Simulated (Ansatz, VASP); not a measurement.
**LiNbO3: VASP beside Ansatz**

File INCAR:

```
SYSTEM = LiNbO3
ALGO = Normal
EDIFF = 1E-6
ENCUT = 520
GGA = PE
ISIF = 2
ISMEAR = 0
LASPH = .TRUE.
LCHARG = .FALSE.
LREAL = .FALSE.
LWAVE = .FALSE.
NBANDS = 45
NELM = 60
PREC = Accurate
SIGMA = 0.05
```

File KPOINTS:

```
k-points
0
G
  6 6 6
  0 0 0
```

Contents of POSCAR:

```
LiNbO3
1.0
    2.5127562687      1.4507405082      4.8234869334
   -2.5127562687      1.4507405082      4.8234869334
    0.0000000000     -2.9014810163      4.8234869334
Li Nb O
2 2 6
Direct
    0.2815913687      0.2815913687      0.2815913687
    0.7815913687      0.7815913687      0.7815913687
    0.0004900497      0.0004900497      0.0004900497
    0.5004900497      0.5004900497      0.5004900497
    0.1104619503      0.3580262714      0.7211003599
    0.7211003599      0.1104619503      0.3580262714
    0.3580262714      0.7211003599      0.1104619503
    0.2211003599      0.8580262714      0.6104619503
    0.8580262714      0.6104619503      0.2211003599
    0.6104619503      0.2211003599      0.8580262714
```

Input for Ansatz:

```yaml
crystal:
  lattice:
    - [2.5127562687, 1.4507405082, 4.8234869334]
    - [-2.5127562687, 1.4507405082, 4.8234869334]
    - [0.0, -2.9014810163, 4.8234869334]
  atoms:
    - { symbol: Li, position: [0.2815913687, 0.2815913687, 0.2815913687] }
    - { symbol: Li, position: [0.7815913687, 0.7815913687, 0.7815913687] }
    - { symbol: Nb, position: [0.0004900497, 0.0004900497, 0.0004900497] }
    - { symbol: Nb, position: [0.5004900497, 0.5004900497, 0.5004900497] }
    - { symbol: O, position: [0.1104619503, 0.3580262714, 0.7211003599] }
    - { symbol: O, position: [0.7211003599, 0.1104619503, 0.3580262714] }
    - { symbol: O, position: [0.3580262714, 0.7211003599, 0.1104619503] }
    - { symbol: O, position: [0.2211003599, 0.8580262714, 0.6104619503] }
    - { symbol: O, position: [0.8580262714, 0.6104619503, 0.2211003599] }
    - { symbol: O, position: [0.6104619503, 0.2211003599, 0.8580262714] }
basis:
  ecutwfc: 520.0
kpoints:
  mp_grid: { grid: [6, 6, 6] }
hamiltonian:
  xc: pbe
  pseudopotentials: { kind: paw, azcp: { folder: soft_1 } }
scf:
  occupations: { method: gaussian, width: 0.05 }
output:
  forces: true
  stress: true
  eigenvalues: true
```

Alike in both runs: task single point; functional PBE; k mesh 6 × 6 × 6; occupations gaussian, width 0.05 eV; no spin polarisation.

```csv
,VASP,Ansatz
version,VASP 6.6.1,Ansatz 0.2.0
potentials or method,"VASP PAW PBE potentials, release 64 (Li_sv, Nb_sv, O), cutoff 520 eV","scalar-relativistic, plane waves, PAW"
valence electrons in the cell,68,68
```

```csv
,VASP,Ansatz,Ansatz less VASP
gap on the k mesh at the Fermi level (eV),3.67,3.69,+0.014
least direct gap on the mesh (eV),3.68,3.69,+0.014
rms of the force components (eV/Å),0.338,0.332,-0.0061
```

Atom by atom the forces differ by 0.015 eV/Å (rms over components). The functional is the same, so the differences come from potentials, cutoffs and numerics.

Noted on VASP's run: the cutoff is short for stress, so the pressure is rough.
